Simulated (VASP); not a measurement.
# MgO (Fm-3m) in VASP: further runs

MgO is run at these levels: PBE; tasks: single point, relaxation of cell and atoms.

All numbers are computed with VASP 6.6.1; they aren't measurements. Logs are shortened: lines on timing, memory, paths and dates and some standing lists are left out, and cuts for length are marked.

## Step 1: The cell of the first run

The structure is cubic, space group Fm-3m (No. 225). Conventional cell: a = 4.254 Å, b = 4.254 Å, c = 4.254 Å, α = 90.00°, β = 90.00°, γ = 90.00°. Within 2.8 Å of Mg (site symmetry m-3m) lie 6 O at 2.13 Å. Within 2.8 Å of O (site symmetry m-3m) lie 6 Mg at 2.13 Å.

## Step 2: Single point, PBE

Contents of INCAR:

```
PREC = Accurate
ENCUT = 600
EDIFF = 1E-6
ISMEAR = 0
SIGMA = 0.01
LREAL = False
LASPH = True
NELM = 120
ALGO = Normal
ISIF = 2
LWAVE = False
LCHARG = True
GGA = PE
LELF = True
LVHAR = True
NBANDS = 11
GGA_COMPAT = False
```

Contents of KPOINTS:

```
Automatic mesh
0
Gamma
  8 8 8
```

Contents of POSCAR:

```
MgO
1.0
    0.0000000000      2.1268464046      2.1268464046
    2.1268464046      0.0000000000      2.1268464046
    2.1268464046      2.1268464046      0.0000000000
Mg O
1 1
Direct
    0.0000000000      0.0000000000      0.0000000000
    0.5000000000      0.5000000000      0.5000000000
```

Potentials or basis: VASP PAW PBE potentials, release 64 (Mg, O).

The run is started by

```sh
$ cat potpaw_PBE.64/Mg/POTCAR potpaw_PBE.64/O/POTCAR > POTCAR
$ mpirun -np 1 vasp_std > vasp.out
```

OUTCAR:

```text
PREC = Accurate
   ENCUT = 600
   EDIFF = 1E-6
   ISMEAR = 0
   LREAL = False
   LASPH = True
   NELM = 120
   ISIF = 2
   GGA = PE

 ion  position               nearest neighbor table
   1  0.000  0.000  0.000-   2 2.13   2 2.13   2 2.13   2 2.13   2 2.13   2 2.13
   2  0.500  0.500  0.500-   1 2.13   1 2.13   1 2.13   1 2.13   1 2.13   1 2.13

  LATTYP: Found a face centered cubic cell.
 ALAT       =     4.2536928092

  Lattice vectors:

 A1 = (   0.0000000000,   2.1268464046,   2.1268464046)
 A2 = (   2.1268464046,   0.0000000000,   2.1268464046)
 A3 = (   2.1268464046,   2.1268464046,   0.0000000000)

Analysis of symmetry for initial positions (statically):
=====================================================================
 Subroutine PRICEL returns:
 Original cell was already a primitive cell.

 Routine SETGRP: Setting up the symmetry group for a
 face centered cubic supercell.

 Subroutine GETGRP returns: Found 48 space group operations
 (whereof 48 operations were pure point group operations)
 out of a pool of 48 trial point group operations.

The static configuration has the point symmetry O_h .

Analysis of symmetry for dynamics (positions and initial velocities):
=====================================================================
 Subroutine PRICEL returns:
 Original cell was already a primitive cell.

 Routine SETGRP: Setting up the symmetry group for a
 face centered cubic supercell.

 Subroutine GETGRP returns: Found 48 space group operations
 (whereof 48 operations were pure point group operations)
 out of a pool of 48 trial point group operations.

The dynamic configuration has the point symmetry O_h .

 Subroutine INISYM returns: Found 48 space group operations
 (whereof 48 operations are pure point group operations),
 and found     1 'primitive' translations

----------------------------------------------------------------------------------------

                                     Primitive cell

  volume of cell :      19.2415

  direct lattice vectors                    reciprocal lattice vectors
     0.000000000  2.126846405  2.126846405    -0.235089849  0.235089849  0.235089849
     2.126846405  0.000000000  2.126846405     0.235089849 -0.235089849  0.235089849
     2.126846405  2.126846405  0.000000000     0.235089849  0.235089849 -0.235089849

  length of vectors
     3.007815030  3.007815030  3.007815030     0.407187563  0.407187563  0.407187563

  position of ions in fractional coordinates (direct lattice)
     0.000000000  0.000000000  0.000000000
     0.500000000  0.500000000  0.500000000

  ion indices of the primitive-cell ions
   primitive index   ion index
                 1           1
                 2           2

----------------------------------------------------------------------------------------

 KPOINTS: Automatic mesh

Automatic generation of k-mesh.
 Grid dimensions read from file:
 generate k-points for:    8    8    8

 Generating k-lattice:

  Cartesian coordinates                     Fractional coordinates (reciprocal lattice)
    -0.029386231  0.029386231  0.029386231     0.125000000  0.000000000  0.000000000
     0.029386231 -0.029386231  0.029386231     0.000000000  0.125000000  0.000000000
     0.029386231  0.029386231 -0.029386231     0.000000000  0.000000000  0.125000000

  Length of vectors
     0.050898445  0.050898445  0.050898445

  Shift w.r.t. Gamma in fractional coordinates (k-lattice)
     0.000000000  0.000000000  0.000000000

 Subroutine IBZKPT returns following result:
 ===========================================

 Found     29 irreducible k-points:

 Following reciprocal coordinates:
            Coordinates               Weight
  0.000000  0.000000  0.000000      1.000000
  0.125000  0.000000  0.000000      8.000000
  0.250000  0.000000  0.000000      8.000000
  0.375000  0.000000  0.000000      8.000000
  0.500000  0.000000  0.000000      4.000000
  0.125000  0.125000  0.000000      6.000000
[... 16 lines left out ...]
  0.500000  0.250000  0.125000     48.000000
 -0.375000  0.250000  0.125000     24.000000
 [... further k-points ...]
   k-points           NKPTS =     29   k-points in BZ     NKDIM =     29   number of bands    NBANDS=     11
   number of dos      NEDOS =    301   number of ions     NIONS =      2
   total plane-waves  NPLWV =  13824
   dimension x,y,z NGX =    24 NGY =   24 NGZ =   24
   dimension x,y,z NGXF=    48 NGYF=   48 NGZF=   48
   ions per type =               1   1
   NGX,Y,Z   is equivalent  to a cutoff of  13.27, 13.27, 13.27 a.u.
   NGXF,Y,Z  is equivalent  to a cutoff of  26.53, 26.53, 26.53 a.u.
 SYSTEM =  unknown system
   PREC   = accura    normal or accurate (medium, high low for compatibility)
   ISTART =      0    job   : 0-new  1-cont  2-samecut
   ICHARG =      2    charge: 1-file 2-atom 10-const
   ISPIN  =      1    spin polarized calculation?
   LNONCOLLINEAR =      F non collinear calculations
   LSORBIT =      F    spin-orbit coupling
   LASPH  =      T    aspherical Exc in radial PAW
   ENCUT  =  600.0 eV  44.10 Ry    6.64 a.u.   6.01  6.01  6.01*2*pi/ulx,y,z
   NELM   =    120;   NELMIN=  2; NELMDL= -5     # of ELM steps
   EDIFF  = 0.1E-05   stopping-criterion for ELM
   LREAL  =      F    real-space projection
   EDIFFG = 0.1E-04   stopping-criterion for IOM
   NSW    =      0    number of steps for IOM
   IBRION =     -1    ionic relax: 0-MD 1-quasi-New 2-CG
   NFREE  =      0    steps in history (QN), initial steepest desc. (CG)
   ISIF   =      2    stress and relaxation
   ISYM   =      2    0-nonsym 1-usesym 2-fastsym
   POTIM  = 0.5000    time-step for ionic-motion
   TEBEG  =    0.0;   TEEND  =   0.0 temperature during run
   PSTRESS=    0.0 pullay stress
   NELECT =       8.0000    total number of electrons
   NUPDOWN=      -1.0000    fix difference up-down
   EMIN   =  10.00;   EMAX   =-10.00  energy-range for DOS
   EFERMI =   0.00;   METHOD = LEGACY
   ISMEAR =     0;   SIGMA  =   0.01  broadening in eV -4-tet -1-fermi 0-gaus
   EFERMI_NEDOS =   21; number of points for ismear=-14 and -15
   IALGO  =     38    algorithm
   IMIX   =      4    mixing-type and parameters
     AMIX     =   0.40;   BMIX     =  1.00
     AMIX_MAG =   1.60;   BMIX_MAG =  1.00
  volume/ion in A,a.u.               =       9.62        64.92
  Fermi-wavevector in a.u.,A,eV,Ry     =   1.221871  2.309001 20.313074  1.492969
  Thomas-Fermi vector in A             =   2.357038
   LORBIT       =      0    0 simple, 1 ext, 2 COOP (PROOUT), +10 PAW based schemes
   GGA     = PE    functional components
   LHFCALC =     F    Hartree Fock is set to
   AEXX    =    0.0000 exact exchange contribution
   IVDW    =     0    specifies the selected vdW correction
   LEPSILON=     F    determine dielectric tensor
   LRPA    =     F    only Hartree local field effects (RPA)
 non-spin polarized calculation
 Gauss-broadening in eV      SIGMA  =   0.01
  energy-cutoff  :      600.00
  volume of cell :       19.24
 maximum number of plane-waves:       660
   NGX = 13   NGY = 13   NGZ = 13

 number of electron       8.0000004 magnetization

 Free energy of the ion-electron system (eV)
  ---------------------------------------------------
  ext. energy  EPLUGINS =         0.00000000
  ---------------------------------------------------
  free energy    TOTEN  =       -11.91491406 eV

  energy without entropy =      -11.91491406  energy(sigma->0) =      -11.91491406

 E-fermi :   3.0652     XC(G=0): -10.9397

 val. band max:        2.9671951920   @ k =   0.0000   0.0000   0.0000
 cond. band min:       7.4126198297   @ k =   0.0000   0.0000   0.0000
 fundamental gap:      4.4454246377
 Fermi energy:         3.0652205506

 k-point     1 :       0.0000    0.0000    0.0000
  band No.  band energies     occupation
      1     -14.1469      2.00000
      2       2.9672      2.00000
      3       2.9672      2.00000
      4       2.9672      2.00000
      5       7.4126      0.00000
      6      18.6014      0.00000
      7      18.6014      0.00000
      8      18.6014      0.00000
      9      22.4391      0.00000
     10      24.1816      0.00000
     11      24.1816      0.00000

 k-point     2 :       0.1250    0.0000    0.0000
  band No.  band energies     occupation
      1     -13.9921      2.00000
      2       2.0235      2.00000
      3       2.8695      2.00000
      4       2.8695      2.00000
      5       8.3305      0.00000
      6      16.9308      0.00000
      7      18.9423      0.00000
      8      18.9423      0.00000
      9      23.1643      0.00000
     10      23.1643      0.00000
     11      24.4967      0.00000

 k-point     3 :       0.2500    0.0000    0.0000
  band No.  band energies     occupation
      1     -13.5909      2.00000
      2       0.3638      2.00000
      3       2.6439      2.00000
      4       2.6439      2.00000
      5       9.7888      0.00000
      6      15.3542      0.00000
      7      19.3766      0.00000
      8      19.3766      0.00000
      9      22.7792      0.00000
     10      22.7792      0.00000
     11      24.4758      0.00000

 k-point     4 :       0.3750    0.0000    0.0000
  band No.  band energies     occupation
      1     -13.1410      2.00000
      2      -0.9940      2.00000
      3       2.4314      2.00000
      4       2.4314      2.00000
      5      10.5556      0.00000
      6      15.0621      0.00000
      7      19.1558      0.00000
      8      19.1558      0.00000
      9      23.7116      0.00000
     10      24.0765      0.00000
     11      24.0765      0.00000
[... 239 lines left out ...]
 k-point    22 :       0.3750    0.2500    0.1250
  band No.  band energies     occupation
      1     -13.3037      2.00000
      2       0.0208      2.00000
      3       1.8554      2.00000
      4       2.3788      2.00000
      5      11.1676      0.00000
      6      14.3316      0.00000
      7      17.7188      0.00000
      8      20.1694      0.00000
      9      20.8046      0.00000
     10      25.0602      0.00000
     11      28.2912      0.00000

 k-point    23 :       0.5000    0.2500    0.1250
  band No.  band energies     occupation
      1     -12.9496      2.00000
      2      -0.6400      2.00000
      3       1.2990      2.00000
      4       2.1355      2.00000
      5      12.2122      0.00000
      6      14.4147      0.00000
      7      16.5648      0.00000
      8      19.7534      0.00000
      9      22.3298      0.00000
     10      24.9923      0.00000
     11      28.5067      0.00000

 k-point    24 :      -0.3750    0.2500    0.1250
  band No.  band energies     occupation
      1     -12.7928      2.00000
      2      -0.9188      2.00000
      3       1.0980      2.00000
      4       2.0197      2.00000
      5      12.4317      0.00000
      6      14.8790      0.00000
      7      16.1501      0.00000
      8      19.5069      0.00000
      9      23.1481      0.00000
     10      24.6510      0.00000
     11      28.6574      0.00000

 [... further k-points ...]
[... 5 lines left out ...]
  --------------------------------------------------------------------------------------
  -------------------------------------------------------------------------------------
  Total       -0.1223157     -0.1223157     -0.1223157      0.0000000      0.0000000      0.0000000
  in kB      -10.1848474    -10.1848474    -10.1848474      0.0000000      0.0000000      0.0000000
  external PRESSURE =     -10.1848474 kB  Pullay stress =       0.0000000 kB

 VOLUME and BASIS-vectors are now :
 -----------------------------------------------------------------------------
  energy-cutoff  :      600.00
  volume of cell :       19.24
      direct lattice vectors                 reciprocal lattice vectors
     0.000000000  2.126846405  2.126846405    -0.235089849  0.235089849  0.235089849
     2.126846405  0.000000000  2.126846405     0.235089849 -0.235089849  0.235089849
     2.126846405  2.126846405  0.000000000     0.235089849  0.235089849 -0.235089849

 POSITION                                       TOTAL-FORCE (eV/Angst)
 -----------------------------------------------------------------------------------
      0.00000      0.00000      0.00000         0.000000      0.000000      0.000000
      2.12685      2.12685      2.12685        -0.000000     -0.000000     -0.000000
 -----------------------------------------------------------------------------------
    total drift:                               -0.000000     -0.000000      0.000000

  FREE ENERGIE OF THE ION-ELECTRON SYSTEM (eV)
  ---------------------------------------------------
  free  energy   TOTEN  =       -11.9149140634 eV

  energy  without entropy=      -11.9149140634  energy(sigma->0) =      -11.91491406
```

It took 3.2 s on 1 thread of Intel Xeon 6975P-C (Granite Rapids), shared host; peak memory 0.13 GiB.

What came out:

* Free energy: -11.9149 eV
* Pressure: -1.0 GPa
* Band gap on the k mesh: 4.45 eV, direct

Levels at points of the mesh, in eV from the valence-band top:
| k point | band 1 | band 2 | band 3 | band 4 | band 5 | band 6 | band 7 | band 8 |
| --- | --- | --- | --- | --- | --- | --- | --- | --- |
| (0.00, 0.00, 0.00) | -17.11 | 0.00 | 0.00 | 0.00 | 4.45 | 15.63 | 15.63 | 15.63 |
| (0.50, 0.00, 0.00) | -15.90 | -4.49 | -0.62 | -0.62 | 7.71 | 12.27 | 16.01 | 16.01 |
| (0.50, 0.50, 0.00) | -15.66 | -3.96 | -1.31 | -1.31 | 9.08 | 9.65 | 12.79 | 18.53 |

As with any semilocal functional, this PBE gap is likely too small.

## Step 3: Relaxation of cell and atoms, PBE

This run uses another cell than the first one, of 9.33 Å³/atom, 0.970 times its volume.

Contents of INCAR:

```
  ALGO = Normal
  EDIFF = 1E-7
  EDIFFG = -0.002
  ENCUT = 600
  GGA = PE
  GGA_COMPAT = False
  IBRION = 2
  ISIF = 3
  ISMEAR = 0
  LASPH = True
  LCHARG = False
  LREAL = False
  LWAVE = False
  NELM = 120
  NELMIN = 4
  NSW = 80
  PREC = Accurate
  SIGMA = 0.01
```

Contents of KPOINTS:

```
k-points
0
Gamma
  8 8 8
```

Contents of POSCAR:

```
MgO
1.0
    0.0000000000      2.1050000000      2.1050000000
    2.1050000000      0.0000000000      2.1050000000
    2.1050000000      2.1050000000      0.0000000000
Mg O
1 1
Direct
    0.0000000000      0.0000000000      0.0000000000
    0.5000000000      0.5000000000      0.5000000000
```

Potentials or basis: VASP PAW PBE potentials, release 64 (Mg, O).

The run is started by

```sh
$ cat potpaw_PBE.64/Mg/POTCAR potpaw_PBE.64/O/POTCAR > POTCAR
$ mpirun -np 1 vasp_std > vasp.out
```

Run time: 6 s. Hardware: 1 thread of Intel Xeon 6975P-C (Granite Rapids), shared host; peak memory 0.14 GiB.

Results (log left out):

```yaml
Free_energy: -11.9139 eV
Relaxed_volume: 9.56 Å³/atom
Relaxed_cell: a = 3.002 Å, b = 3.002 Å, c = 3.002 Å, α = 60.00°, β = 60.00°, γ = 60.00°
Space_group_after_relaxing_to_0.05_Å: Fm-3m (No. 225)
Energy_gained_by_relaxing: 2.8 meV/atom
Ionic_steps: 3
Pressure_after_relaxing: 0.0 GPa
Band_gap_on_the_k_mesh: 4.50 eV, direct
```

Step by step:
```
step  energy change (eV)  largest force (eV/Å)  pressure (GPa)  volume (Å³)
   1              0.0000                0.0000            3.95        18.65
   2             -0.0050                0.0000           -1.24        19.28
   3             -0.0056                0.0000            0.01        19.12
```

Final structure:
```yaml
crystal:
  lattice:
    - [0.00000, 2.12244, 2.12244]
    - [2.12244, 0.00000, 2.12244]
    - [2.12244, 2.12244, 0.00000]
  atoms:
    - { symbol: Mg, position: [0.00000, 0.00000, 0.00000] }
    - { symbol: O, position: [0.50000, 0.50000, 0.50000] }
```

Levels at points of the mesh, in eV from the valence-band top:
```
           k point  band 2  band 3  band 4  band 5  band 6  band 7
(0.00, 0.00, 0.00)    0.00    0.00    0.00    4.50   15.67   15.67
(0.50, 0.00, 0.00)   -4.51   -0.63   -0.63    7.75   12.34   16.07
(0.50, 0.50, 0.00)   -3.99   -1.32   -1.32    9.09    9.72   12.85
```

Expect the measured gap to be larger: semilocal functionals such as PBE lack the derivative discontinuity.
